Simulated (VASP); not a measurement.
Write the native input for VASP 6.6.1 that does the following.

* Task: single point
* Functional: PBEsol
* Potentials or basis: VASP PAW PBE potentials, release 64 (K_sv, Mg, F)
* Cutoff: 520 eV
* k mesh: 6 × 6 × 6
* Occupations: gaussian, width 0.05 eV
* Spin: no spin polarisation
* Dipole correction: no
* Further INCAR settings: ALGO = Normal; EDIFF = 1e-06; NBANDS = 24

The structure of KMgF3 lies in POSCAR:

```
KMgF3
1.0
    3.9859000000      0.0000000000      0.0000000000
    0.0000000000      3.9859000000      0.0000000000
    0.0000000000      0.0000000000      4.0456885000
K Mg F
1 1 3
Direct
    0.5000000000      0.5000000000      0.5000000000
    0.0000000000      0.0000000000      0.0000000000
    0.5000000000      0.0000000000      0.0000000000
    0.0000000000      0.5000000000      0.0000000000
    0.0000000000      0.0000000000      0.5000000000
```

This cell differs from its parent crystal: strain +0.000 along x and y, +0.015 along z.

The input as run:

INCAR

```
  PREC = Accurate
  ENCUT = 520
  EDIFF = 1E-6
  ISMEAR = 0
  SIGMA = 0.05
  LREAL = F
  LASPH = T
  NELM = 100
  ALGO = Normal
  ISIF = 2
  LWAVE = F
  LCHARG = F
  GGA = PS
  NBANDS = 24
```

KPOINTS

```
regular mesh
0
Gamma
  6 6 6
```

Potentials or basis: VASP PAW PBE potentials, release 64 (K_sv, Mg, F).

The run is started by

```console
$ cat potpaw_PBE.64/K_sv/POTCAR potpaw_PBE.64/Mg/POTCAR potpaw_PBE.64/F/POTCAR > POTCAR
$ mpirun -np 1 vasp_std > vasp.out
```

It gave:

```json
{
  "Pressure": "-1.1 GPa",
  "Band gap on the k mesh": "7.01 eV (least direct gap 7.34 eV)"
}
```

Caveat: the cell differs from its parent crystal (strain +0.000 along x and y, +0.015 along z); the PAW data sets were made with another functional, which shifts forces and pressure a little.

Wall time 42 s on 1 thread of Intel(R) Xeon(R) Platinum 8488C (Sapphire Rapids), with other jobs on the host, peak memory 0.2 GiB.
